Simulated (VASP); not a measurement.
Wanted: the native input for a VASP 6.6.1 run.

- Task: single point
- Functional: BLYP
- Potentials or basis: VASP PAW PBE potentials, release 64 (Tl_d)
- Cutoff: 520 eV
- k mesh: 12 × 12 × 12
- Occupations: fermi-dirac, width 0.1 eV
- Spin: no spin polarisation
- Dipole correction: no
- Further INCAR settings: ALGO = Normal; EDIFF = 1e-06; NBANDS = 20

The structure of Tl lies in POSCAR:

```
Tl
1.0
    0.0000000000      3.7026530898      3.7026530898
    3.7026530898      0.0000000000      3.7026530898
    3.7026530898      3.7026530898      0.0000000000
Tl
2
Direct
    0.1250000000      0.1250000000      0.1250000000
    0.8750000000      0.8750000000      0.8750000000
```

This isn't the form of Tl at room conditions, which is hcp.

The input as run:

INCAR

```
PREC     = Accurate       # precision mode
ENCUT    = 520            # plane-wave cutoff, eV
EDIFF    = 1E-6           # SCF threshold, eV
ISMEAR   = -1             # smearing method
SIGMA    = 0.1            # smearing width, eV
LREAL    = False          # projectors in reciprocal space
LASPH    = True           # aspherical terms in the spheres
NELM     = 80             # most SCF steps
ALGO     = Normal         # electronic algorithm
ISIF     = 2              # what is computed and relaxed
LWAVE    = False          # write WAVECAR
LCHARG   = False          # write CHGCAR
GGA      = B5             # functional
ALDAX    = 1.0          
AGGAX    = 1.0          
AGGAC    = 1.0          
ALDAC    = 0.0          
NBANDS   = 20             # bands
```

KPOINTS

```
Automatic mesh
0
Gamma
  12 12 12
```

Potentials or basis: VASP PAW PBE potentials, release 64 (Tl_d).

The run is started by

```bash
$ cat potpaw_PBE.64/Tl_d/POTCAR > POTCAR
$ mpirun -np 1 vasp_std > vasp.out
```

Results of the run:

| Property | Result |
| --- | --- |
| Pressure | 0.0 GPa |
| Band gap on the k mesh | zero (bands 13 and 14 overlap by 2.50 eV) |

Caveat: the PAW data sets were made with another functional, which shifts forces and pressure a little; spin-orbit coupling is left out, which moves the levels of the heavy elements.

It took 70 s on 1 thread of AMD EPYC 9R45 96-Core Processor (Zen 5), with other jobs on the host, peak memory 0.27 GiB.
